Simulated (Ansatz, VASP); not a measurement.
## One calculation of Mg, two programs

```
Mg
1.0
    -1.43220    1.43220    1.47650
     1.43220   -1.43220    1.47650
     1.43220    1.43220   -1.47650
Mg
1
Direct
  0.00000 0.00000 0.00000
```

Change from the starting cell: equal xx and yy strain of -3 %, crystal datasets.

Alike in both runs: task electric field gradients; functional PBEsol; k mesh 16 × 16 × 16; occupations fermi-dirac, width 0.05 eV; no spin polarisation.

|  | VASP | Ansatz |
| --- | --- | --- |
| version | VASP 6.6.1 | Ansatz 0.2.0 |
| potentials or method | VASP PAW PBE potentials, release 64 (Mg), cutoff 520 eV | all-electron PAW with datasets made for the crystal, scalar-relativistic |

|  | VASP | Ansatz | Ansatz less VASP |
| --- | --- | --- | --- |
| pressure (GPa) | 76.8 | 75.0 | -1.80 |
| traceless stress, the component that is largest in VASP (GPa) | -1.88 | -1.84 | +0.038 |
| size of Vzz on the site where it differs most (V/Å²) | 2.0 | 2.2 | +0.19 |

VASP's potentials were made for PBE, not for PBEsol. Both programs put the cell under a high pressure, so it lies far from rest at this level. Ansatz ran all-electron here, and VASP with PAW potentials.

Noted on VASP's run: the cell as given lies far from equilibrium.
